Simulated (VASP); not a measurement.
# Al26P27 (a cell with a defect) in VASP: single point with PBE

Aim: the single point of Al26P27 (a cell with a defect) with PBE.

Program: VASP 6.6.1. These are calculated values, not measurements. Logs are shortened: lines on timing, memory, paths and dates and some standing lists are left out, and cuts for length are marked.

## Step 1: The cell of the first run

The cell holds a defect, 53 atoms: a = 11.563 Å, b = 11.563 Å, c = 11.563 Å, α = 60.00°, β = 60.00°, γ = 60.00°.

## Step 2: Single point, PBE (atoms taken out, then relaxed in part)

Contents of INCAR:

```
SYSTEM = Al26P27
ALGO = Normal ; EDIFF = 1E-6
ENCUT = 520 ; GGA = PE
ISIF = 2 ; ISMEAR = -1
LASPH = .TRUE. ; LCHARG = .FALSE.
LREAL = Auto ; LWAVE = .FALSE.
NBANDS = 138 ; NELECT = 216.0
NELM = 80 ; PREC = Accurate
SIGMA = 0.01
```

Contents of KPOINTS:

```
k-points
0
G
  2 2 2
  0 0 0
```

Contents of POSCAR:

```
Al26P27
1.0
    0.0000000000      8.1765000000      8.1765000000
    8.1765000000      0.0000000000      8.1765000000
    8.1765000000      8.1765000000      0.0000000000
Al P
26 27
Direct
    0.0051697352      0.0051697352      0.3199331545
    0.0051697352      0.0051697352      0.6697273752
    0.0051697352      0.3199331545      0.0051697352
    0.0031723222      0.3322758926      0.3322758926
    0.0051697352      0.3199331545      0.6697273752
    0.0051697352      0.6697273752      0.0051697352
    0.0051697352      0.6697273752      0.3199331545
    0.0017482348      0.6660839217      0.6660839217
    0.3199331545      0.0051697352      0.0051697352
    0.3322758926      0.0031723222      0.3322758926
    0.3199331545      0.0051697352      0.6697273752
    0.3322758926      0.3322758926      0.0031723222
    0.3322758926      0.3322758926      0.3322758926
    0.3317451809      0.3317451809      0.6682548191
    0.3199331545      0.6697273752      0.0051697352
    0.3317451809      0.6682548191      0.3317451809
    0.3317451809      0.6682548191      0.6682548191
    0.6697273752      0.0051697352      0.0051697352
    0.6697273752      0.0051697352      0.3199331545
    0.6660839217      0.0017482348      0.6660839217
    0.6697273752      0.3199331545      0.0051697352
    0.6682548191      0.3317451809      0.3317451809
    0.6682548191      0.3317451809      0.6682548191
    0.6660839217      0.6660839217      0.0017482348
    0.6682548191      0.6682548191      0.3317451809
    0.6660839217      0.6660839217      0.6660839217
    0.0759670849      0.0759670849      0.0759670849
    0.0817514494      0.0817514494      0.4182485506
    0.0759670849      0.0759670849      0.7720987453
    0.0817514494      0.4182485506      0.0817514494
    0.0817514494      0.4182485506      0.4182485506
    0.0815005757      0.4152812049      0.7516091097
    0.0759670849      0.7720987453      0.0759670849
    0.0815005757      0.7516091097      0.4152812049
    0.0815005757      0.7516091097      0.7516091097
    0.4182485506      0.0817514494      0.0817514494
    0.4182485506      0.0817514494      0.4182485506
    0.4152812049      0.0815005757      0.7516091097
    0.4182485506      0.4182485506      0.0817514494
    0.4164990386      0.4164990386      0.4164990386
    0.4164990386      0.4164990386      0.7505028842
    0.4152812049      0.7516091097      0.0815005757
    0.4164990386      0.7505028842      0.4164990386
    0.4152812049      0.7516091097      0.7516091097
    0.7720987453      0.0759670849      0.0759670849
    0.7516091097      0.0815005757      0.4152812049
    0.7516091097      0.0815005757      0.7516091097
    0.7516091097      0.4152812049      0.0815005757
    0.7505028842      0.4164990386      0.4164990386
    0.7516091097      0.4152812049      0.7516091097
    0.7516091097      0.7516091097      0.0815005757
    0.7516091097      0.7516091097      0.4152812049
    0.7500000000      0.7500000000      0.7500000000
```

Potentials or basis: VASP PAW PBE potentials, release 64 (Al, P).

Started as:

```
cat potpaw_PBE.64/Al/POTCAR potpaw_PBE.64/P/POTCAR > POTCAR
mpirun -np 1 vasp_std > vasp.out
```

OUTCAR:

```text
SYSTEM = Al26P27
   EDIFF = 1E-6
   ENCUT = 520
   GGA = PE
   ISIF = 2
   ISMEAR = -1
   LASPH = .TRUE.
   LREAL = Auto
   NELECT = 216.0
   NELM = 80
   PREC = Accurate

 ion  position               nearest neighbor table
   1  0.005  0.005  0.320-  27 2.31  28 2.38  34 2.40  46 2.40
   2  0.005  0.005  0.670-  29 2.31  28 2.38  35 2.40  47 2.40
   3  0.005  0.320  0.005-  27 2.31  30 2.38  48 2.40  32 2.40
   4  0.003  0.332  0.332-  31 2.37  30 2.37  28 2.37  49 2.39
   5  0.005  0.320  0.670-  29 2.31  31 2.38  32 2.40  50 2.40
   6  0.005  0.670  0.005-  33 2.31  30 2.38  51 2.40  35 2.40
[... 18 lines left out ...]
  25  0.668  0.668  0.332-  52 2.36  51 2.36  43 2.38  49 2.38
  26  0.666  0.666  0.666-  44 2.37  50 2.37  52 2.37  53 2.38
  27  0.076  0.076  0.076-   1 2.31   3 2.31   9 2.31
  28  0.082  0.082  0.418-   4 2.37  10 2.37   1 2.38   2 2.38
  29  0.076  0.076  0.772-   2 2.31   5 2.31  11 2.31
  30  0.082  0.418  0.082-   4 2.37  12 2.37   3 2.38   6 2.38
  31  0.082  0.418  0.418-   4 2.37  13 2.37   7 2.38   5 2.38
  32  0.082  0.415  0.752-  14 2.36   8 2.37   5 2.40   3 2.40
  33  0.076  0.772  0.076-   6 2.31   7 2.31  15 2.31
  34  0.082  0.752  0.415-  16 2.36   8 2.37   7 2.40   1 2.40
  35  0.082  0.752  0.752-  17 2.36   8 2.37   2 2.40   6 2.40
  36  0.418  0.082  0.082-  10 2.37  12 2.37   9 2.38  18 2.38
  37  0.418  0.082  0.418-  10 2.37  13 2.37  11 2.38  19 2.38
  38  0.415  0.082  0.752-  14 2.36  20 2.37  11 2.40   9 2.40
  39  0.418  0.418  0.082-  12 2.37  13 2.37  15 2.38  21 2.38
  40  0.416  0.416  0.416-  14 2.38  16 2.38  22 2.38  13 2.39
  41  0.416  0.416  0.751-  17 2.38  23 2.38  14 2.38  12 2.39
  42  0.415  0.752  0.082-  16 2.36  24 2.37  15 2.40   9 2.40
  43  0.416  0.751  0.416-  17 2.38  25 2.38  16 2.38  10 2.39
  44  0.415  0.752  0.752-  17 2.36  26 2.37  11 2.40  15 2.40
  45  0.772  0.076  0.076-  18 2.31  19 2.31  21 2.31
  46  0.752  0.082  0.415-  22 2.36  20 2.37  19 2.40   1 2.40
  47  0.752  0.082  0.752-  23 2.36  20 2.37   2 2.40  18 2.40
  48  0.752  0.415  0.082-  22 2.36  24 2.37  21 2.40   3 2.40
  49  0.751  0.416  0.416-  23 2.38  25 2.38  22 2.38   4 2.39
  50  0.752  0.415  0.752-  23 2.36  26 2.37   5 2.40  21 2.40
  51  0.752  0.752  0.082-  25 2.36  24 2.37   6 2.40  18 2.40
  52  0.752  0.752  0.415-  25 2.36  26 2.37   7 2.40  19 2.40
  53  0.750  0.750  0.750-   8 2.38  20 2.38  24 2.38  26 2.38

  LATTYP: Found a face centered cubic cell.
 ALAT       =    16.3530000000

  Lattice vectors:

 A1 = (   0.0000000000,   8.1765000000,   8.1765000000)
 A2 = (   8.1765000000,   0.0000000000,   8.1765000000)
 A3 = (   8.1765000000,   8.1765000000,   0.0000000000)

Analysis of symmetry for initial positions (statically):
=====================================================================
 Subroutine PRICEL returns:
 Original cell was already a primitive cell.

 Routine SETGRP: Setting up the symmetry group for a
 face centered cubic supercell.

 Subroutine GETGRP returns: Found 24 space group operations
 (whereof 24 operations were pure point group operations)
 out of a pool of 48 trial point group operations.

The static configuration has the point symmetry T_d .

Analysis of symmetry for dynamics (positions and initial velocities):
=====================================================================
 Subroutine PRICEL returns:
 Original cell was already a primitive cell.

 Routine SETGRP: Setting up the symmetry group for a
 face centered cubic supercell.

 Subroutine GETGRP returns: Found 24 space group operations
 (whereof 24 operations were pure point group operations)
 out of a pool of 48 trial point group operations.

The dynamic configuration has the point symmetry T_d .

 Subroutine INISYM returns: Found 24 space group operations
 (whereof 24 operations are pure point group operations),
 and found     1 'primitive' translations

----------------------------------------------------------------------------------------

                                     Primitive cell

  volume of cell :    1093.2823

  direct lattice vectors                    reciprocal lattice vectors
     0.000000000  8.176500000  8.176500000    -0.061150859  0.061150859  0.061150859
     8.176500000  0.000000000  8.176500000     0.061150859 -0.061150859  0.061150859
     8.176500000  8.176500000  0.000000000     0.061150859  0.061150859 -0.061150859

  length of vectors
    11.563317193 11.563317193 11.563317193     0.105916395  0.105916395  0.105916395

  position of ions in fractional coordinates (direct lattice)
     0.005169735  0.005169735  0.319933154
     0.005169735  0.005169735  0.669727375
     0.005169735  0.319933154  0.005169735
     0.003172322  0.332275893  0.332275893
     0.005169735  0.319933154  0.669727375
     0.005169735  0.669727375  0.005169735
[... 45 lines left out ...]
     0.751609110  0.751609110  0.415281205
     0.750000000  0.750000000  0.750000000

  ion indices of the primitive-cell ions
   primitive index   ion index
                 1           1
                 2           2
                 3           3
                 4           4
                 5           5
                 6           6
[... 45 lines left out ...]
                52          52
                53          53

----------------------------------------------------------------------------------------

 KPOINTS: k-points

Automatic generation of k-mesh.
 Grid dimensions read from file:
 generate k-points for:    2    2    2

 Generating k-lattice:

  Cartesian coordinates                     Fractional coordinates (reciprocal lattice)
    -0.030575430  0.030575430  0.030575430     0.500000000  0.000000000  0.000000000
     0.030575430 -0.030575430  0.030575430     0.000000000  0.500000000  0.000000000
     0.030575430  0.030575430 -0.030575430     0.000000000  0.000000000  0.500000000

  Length of vectors
     0.052958198  0.052958198  0.052958198

  Shift w.r.t. Gamma in fractional coordinates (k-lattice)
     0.000000000  0.000000000  0.000000000

 Subroutine IBZKPT returns following result:
 ===========================================

 Found      3 irreducible k-points:

 Following reciprocal coordinates:
            Coordinates               Weight
  0.000000  0.000000  0.000000      1.000000
  0.500000  0.000000  0.000000      4.000000
  0.500000  0.500000  0.000000      3.000000
   k-points           NKPTS =      3   k-points in BZ     NKDIM =      3   number of bands    NBANDS=    138
   number of dos      NEDOS =    301   number of ions     NIONS =     53
   total plane-waves  NPLWV = 729000
   dimension x,y,z NGX =    90 NGY =   90 NGZ =   90
   dimension x,y,z NGXF=   180 NGYF=  180 NGZF=  180
   ions per type =              26  27
   NGX,Y,Z   is equivalent  to a cutoff of  12.94, 12.94, 12.94 a.u.
   NGXF,Y,Z  is equivalent  to a cutoff of  25.88, 25.88, 25.88 a.u.
 SYSTEM =  Al26P27
   PREC   = accura    normal or accurate (medium, high low for compatibility)
   ISTART =      0    job   : 0-new  1-cont  2-samecut
   ICHARG =      2    charge: 1-file 2-atom 10-const
   ISPIN  =      1    spin polarized calculation?
   LNONCOLLINEAR =      F non collinear calculations
   LSORBIT =      F    spin-orbit coupling
   LASPH  =      T    aspherical Exc in radial PAW
   ENCUT  =  520.0 eV  38.22 Ry    6.18 a.u.  21.50 21.50 21.50*2*pi/ulx,y,z
   NELM   =     80;   NELMIN=  2; NELMDL= -5     # of ELM steps
   EDIFF  = 0.1E-05   stopping-criterion for ELM
   LREAL  =      T    real-space projection
   EDIFFG = 0.1E-04   stopping-criterion for IOM
   NSW    =      0    number of steps for IOM
[... 5 lines left out ...]
   TEBEG  =    0.0;   TEEND  =   0.0 temperature during run
   PSTRESS=    0.0 pullay stress
   NELECT =     216.0000    total number of electrons
   NUPDOWN=      -1.0000    fix difference up-down
   EMIN   =  10.00;   EMAX   =-10.00  energy-range for DOS
   EFERMI =   0.00;   METHOD = LEGACY
   ISMEAR =    -1;   SIGMA  =   0.01  broadening in eV -4-tet -1-fermi 0-gaus
   EFERMI_NEDOS =   21; number of points for ismear=-14 and -15
   IALGO  =     38    algorithm
   IMIX   =      4    mixing-type and parameters
     AMIX     =   0.40;   BMIX     =  1.00
     AMIX_MAG =   1.60;   BMIX_MAG =  1.00
  volume/ion in A,a.u.               =      20.63       139.20
  Fermi-wavevector in a.u.,A,eV,Ry     =   0.953488  1.801831 12.369596  0.909140
  Thomas-Fermi vector in A             =   2.082148
   LORBIT       =      0    0 simple, 1 ext, 2 COOP (PROOUT), +10 PAW based schemes
   GGA     = PE    functional components
   LHFCALC =     F    Hartree Fock is set to
   AEXX    =    0.0000 exact exchange contribution
   IVDW    =     0    specifies the selected vdW correction
   LEPSILON=     F    determine dielectric tensor
   LRPA    =     F    only Hartree local field effects (RPA)
 non-spin polarized calculation
  energy-cutoff  :      520.00
  volume of cell :     1093.28
 maximum number of plane-waves:     29603
 NGX is ok and might be reduce to    90
   NGX = 43   NGY = 43   NGZ = 43

 number of electron     215.9999997 magnetization

 Free energy of the ion-electron system (eV)
  ---------------------------------------------------
  ext. energy  EPLUGINS =         0.00000000
  ---------------------------------------------------
  free energy    TOTEN  =      -256.40968571 eV

  energy without entropy =     -256.40968571  energy(sigma->0) =     -256.40968571

 E-fermi :   5.4138     XC(G=0):  -9.2263

 val. band max:        5.1377471054   @ k =   0.0000   0.0000   0.0000
 cond. band min:       6.0059198945   @ k =   0.5000   0.5000   0.0000
 fundamental gap:      0.8681727890
 Fermi energy:         5.4138076636

 k-point     1 :       0.0000    0.0000    0.0000
  band No.  band energies     occupation
      1      -7.0670      2.00000
      2      -6.0646      2.00000
      3      -6.0375      2.00000
      4      -6.0375      2.00000
      5      -6.0375      2.00000
      6      -5.9310      2.00000
[... 112 lines left out ...]
    119       7.2504      0.00000
    120       7.2504      0.00000

 k-point     2 :       0.5000    0.0000    0.0000
  band No.  band energies     occupation
      1      -6.8226      2.00000
      2      -6.7048      2.00000
      3      -6.1126      2.00000
      4      -6.0835      2.00000
      5      -6.0835      2.00000
      6      -5.9704      2.00000
[... 112 lines left out ...]
    119       7.8423      0.00000
    120       7.8423      0.00000

 k-point     3 :       0.5000    0.5000    0.0000
  band No.  band energies     occupation
      1      -6.6820      2.00000
      2      -6.6794      2.00000
      3      -6.3279      2.00000
      4      -6.2960      2.00000
      5      -6.2960      2.00000
      6      -6.1276      2.00000
[... 112 lines left out ...]
    119       7.8575      0.00000
    120       7.8575      0.00000
 [bands above 120 left out]

------------------------ aborting loop because EDIFF is reached ----------------------------------------

  FORCE on cell =-STRESS in cart. coord.  units (eV):
  Direction    XX          YY          ZZ          XY          YZ          ZX
  --------------------------------------------------------------------------------------
  -------------------------------------------------------------------------------------
  Total       37.4895912     37.4895912     37.4895912      0.0000000      0.0000000      0.0000000
  in kB       54.9400397     54.9400397     54.9400397      0.0000000      0.0000000      0.0000000
  external PRESSURE =      54.9400397 kB  Pullay stress =       0.0000000 kB

 VOLUME and BASIS-vectors are now :
 -----------------------------------------------------------------------------
  energy-cutoff  :      520.00
  volume of cell :     1093.28
      direct lattice vectors                 reciprocal lattice vectors
     0.000000000  8.176500000  8.176500000    -0.061150859  0.061150859  0.061150859
     8.176500000  0.000000000  8.176500000     0.061150859 -0.061150859  0.061150859
     8.176500000  8.176500000  0.000000000     0.061150859  0.061150859 -0.061150859

 POSITION                                       TOTAL-FORCE (eV/Angst)
 -----------------------------------------------------------------------------------
      2.65820      2.65820      0.08454        -0.002124     -0.002124      0.002521
      5.51830      5.51830      0.08454         0.002124      0.002124      0.002521
      2.65820      0.08454      2.65820        -0.002124      0.002521     -0.002124
      5.43371      2.74279      2.74279         0.001123     -0.001123     -0.001123
      8.09196      5.51830      2.65820        -0.002521      0.002124     -0.002124
      5.51830      0.08454      5.51830         0.002124      0.002521      0.002124
[... 45 lines left out ...]
      9.54108      9.54108     12.29106        -0.003370     -0.003370     -0.018600
     12.26475     12.26475     12.26475        -0.000000     -0.000000     -0.000000
 -----------------------------------------------------------------------------------
    total drift:                               -0.000002     -0.000002     -0.000002

  FREE ENERGIE OF THE ION-ELECTRON SYSTEM (eV)
  ---------------------------------------------------
  free  energy   TOTEN  =      -256.4096857068 eV

  energy  without entropy=     -256.4096857068  energy(sigma->0) =     -256.40968571
```

Run time: 15 min. Hardware: 1 thread of Intel Xeon Platinum 8488C (Sapphire Rapids), shared host; peak memory 1.4 GiB.

Results:

* Free energy: -256.4097 eV
* Largest force: 0.019 eV/Å

Forces in eV/Å, atoms in the order of the input:
```
Al  -0.002 -0.002  0.003
Al   0.002  0.002  0.003
Al  -0.002  0.003 -0.002
Al   0.001 -0.001 -0.001
Al  -0.003  0.002 -0.002
Al   0.002  0.003  0.002
Al  -0.003 -0.002  0.002
Al   0.003 -0.003 -0.003
Al   0.003 -0.002 -0.002
Al  -0.001  0.001 -0.001
Al   0.002 -0.003 -0.002
Al  -0.001 -0.001  0.001
Al   0.001  0.001  0.001
Al   0.000  0.000 -0.011
Al   0.002 -0.002 -0.003
Al   0.000 -0.011  0.000
Al   0.011  0.000  0.000
Al   0.003  0.002  0.002
Al  -0.002 -0.003  0.002
Al  -0.003  0.003 -0.003
Al  -0.002  0.002 -0.003
Al  -0.011  0.000  0.000
Al   0.000  0.011  0.000
Al  -0.003 -0.003  0.003
Al   0.000  0.000  0.011
Al   0.003  0.003  0.003
P   -0.002 -0.002 -0.002
P    0.000  0.000  0.018
P    0.002  0.002 -0.002
P    0.000  0.018  0.000
P   -0.018  0.000  0.000
P   -0.003  0.003  0.019
P    0.002 -0.002  0.002
P   -0.003  0.019  0.003
P   -0.019  0.003  0.003
P    0.018  0.000  0.000
P    0.000 -0.018  0.000
P    0.003 -0.003  0.019
P    0.000  0.000 -0.018
P    0.000  0.000  0.000
P    0.000  0.000  0.000
P    0.003  0.019 -0.003
P    0.000  0.000  0.000
P   -0.019 -0.003 -0.003
P   -0.002  0.002  0.002
P    0.019 -0.003  0.003
P    0.003 -0.019  0.003
P    0.019  0.003 -0.003
P    0.000  0.000  0.000
P   -0.003 -0.019 -0.003
P    0.003  0.003 -0.019
P   -0.003 -0.003 -0.019
P    0.000  0.000  0.000
```

Caveat: the cell carries a net charge on a neutralising background, which shifts energy and pressure; the cell differs from its parent crystal (atoms taken out, then relaxed in part); the cell is charged against a uniform background, so pressure and absolute levels hang on convention.
